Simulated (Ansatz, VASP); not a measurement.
**One calculation of Li2Se, two programs**

Contents of POSCAR:

```
Li2Se
1.0
    0.0000000000      2.9935210596      2.9935210596
    2.9935210596      0.0000000000      2.9935210596
    2.9935210596      2.9935210596      0.0000000000
Se Li
1 2
Direct
    0.0000000000      0.0000000000      0.0000000000
    0.2500000000      0.2500000000      0.2500000000
    0.7500000000      0.7500000000      0.7500000000
```

File INCAR.step1:

```
SYSTEM = Li2Se
ALGO = Normal ; EDIFF = 1E-5
ENCUT = 650 ; GGA = PE
GGA_COMPAT = .False. ; ISIF = 2
ISMEAR = 0 ; LASPH = .True.
LCHARG = .False. ; LREAL = .False.
LWAVE = .True. ; NBANDS = 13
NELM = 120 ; PREC = Accurate
SIGMA = 0.01
```

File INCAR.step2:

```
SYSTEM = Li2Se
AEXX = 0.05 ; ALGO = Normal
EDIFF = 1E-6 ; ENCUT = 650
GGA = PE ; GGA_COMPAT = .False.
HFSCREEN = 0.2078 ; ISIF = 2
ISMEAR = 0 ; ISTART = 1
LASPH = .True. ; LCHARG = .False.
LHFCALC = .True. ; LREAL = .False.
LWAVE = .False. ; NBANDS = 13
NELM = 120 ; PREC = Accurate
PRECFOCK = Normal ; SIGMA = 0.01
```

KPOINTS

```
k-points
0
Gamma
  4 4 4
  0 0 0
```

Input for Ansatz:

```yaml
crystal:
  lattice:
    - [0.0, 2.9935210596, 2.9935210596]
    - [2.9935210596, 0.0, 2.9935210596]
    - [2.9935210596, 2.9935210596, 0.0]
  atoms:
    - { symbol: Se, position: [0.0, 0.0, 0.0] }
    - { symbol: Li, position: [0.25, 0.25, 0.25] }
    - { symbol: Li, position: [0.75, 0.75, 0.75] }
kpoints:
  mp_grid: { grid: [4, 4, 4] }
hamiltonian:
  xc:
    exchange: pbe
    correlation: pbe
    exx: { coeff: 0.05, omega: 0.2078 }
scf:
  occupations: { method: fixed }
  n_extra_bands: 4
output:
  forces: true
  stress: true
  eigenvalues: true
```

Alike in both runs: task single point; functional PBE-based screened hybrid with a share of 0.05 of exact exchange and HFSCREEN = 0.2078; k mesh 4 × 4 × 4; no spin polarisation.

```csv
,VASP,Ansatz
version,VASP 6.6.1,Ansatz 0.2.0
potentials or method,"VASP PAW PBE potentials, release 64 (Se, Li_sv)",plane waves
plane-wave cutoff (eV),650,420
occupations,"gaussian, width 0.01 eV",fixed
valence electrons in the cell,12,22
```

```csv
,VASP,Ansatz,Ansatz less VASP
gap on the k mesh at the Fermi level (eV),3.13,3.14,+0.004
pressure (GPa),0.1,0.3,+0.13
```

VASP's potentials were made for PBE, not for PBE-based screened hybrid. VASP's potentials hold 12 valence electrons a cell and Ansatz's 22, so a difference there can come from the potentials and not from the codes. Ansatz's warnings: stress exchange threshold loose, stress scf threshold loose.

The k mesh is coarse, so the values compare programs but aren't converged.
